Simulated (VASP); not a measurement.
Write the native input for VASP 6.6.1 that does the following.

| Quantity | Value |
| --- | --- |
| Task | single point |
| Functional | PBEsol |
| Potentials or basis | VASP PAW PBE potentials, release 64 (Ga_d, Sb) |
| Cutoff | 520 eV |
| k mesh | 14 × 14 × 14 |
| Occupations | gaussian, width 0.15 eV |
| Spin | no spin polarisation |
| Dipole correction | no |
| Further INCAR settings | ALGO = Normal; EDIFF = 1e-06; NBANDS = 16 |

The structure of GaSb lies in POSCAR:

```
GaSb
1.0
    0.0000000000      3.0590000000      3.0590000000
    2.9672300000      0.0000000000      3.0590000000
    2.9672300000      3.0590000000      0.0000000000
Ga Sb
1 1
Direct
    0.0000000000      0.0000000000      0.0000000000
    0.7500000000      0.7500000000      0.7500000000
```

This cell differs from its parent crystal: strain -0.0300 x Voigt [1, 0, 0, 0, 0, 0].

The input as run:

INCAR

```
PREC = Accurate ; ENCUT = 520
EDIFF = 1E-6 ; ISMEAR = 0
SIGMA = 0.15 ; LREAL = F
LASPH = T ; NELM = 100
ALGO = Normal ; ISIF = 2
LWAVE = F ; LCHARG = F
GGA = PS ; NBANDS = 16
```

KPOINTS

```
regular mesh
0
Gamma
  14 14 14
```

Potentials or basis: VASP PAW PBE potentials, release 64 (Ga_d, Sb).

The run is started by

```sh
$ cat potpaw_PBE.64/Ga_d/POTCAR potpaw_PBE.64/Sb/POTCAR > POTCAR
$ mpirun -np 1 vasp_std > vasp.out
```

It gave:

```json
{
  "Pressure": "1.6 GPa",
  "Band gap on the k mesh": "0.09 eV"
}
```

Caveat: the cell differs from its parent crystal (strain -0.0300 x Voigt [1, 0, 0, 0, 0, 0]); semilocal functionals underestimate gaps, and a narrow one can read as zero; the PAW data sets were made with another functional, which shifts forces and pressure a little; spin-orbit coupling is left out, which moves the levels of the heavy elements.

Run time: 120 s on 1 thread of AMD EPYC 7R13 Processor (Zen 3), on a shared host, peak memory 0.32 GiB.
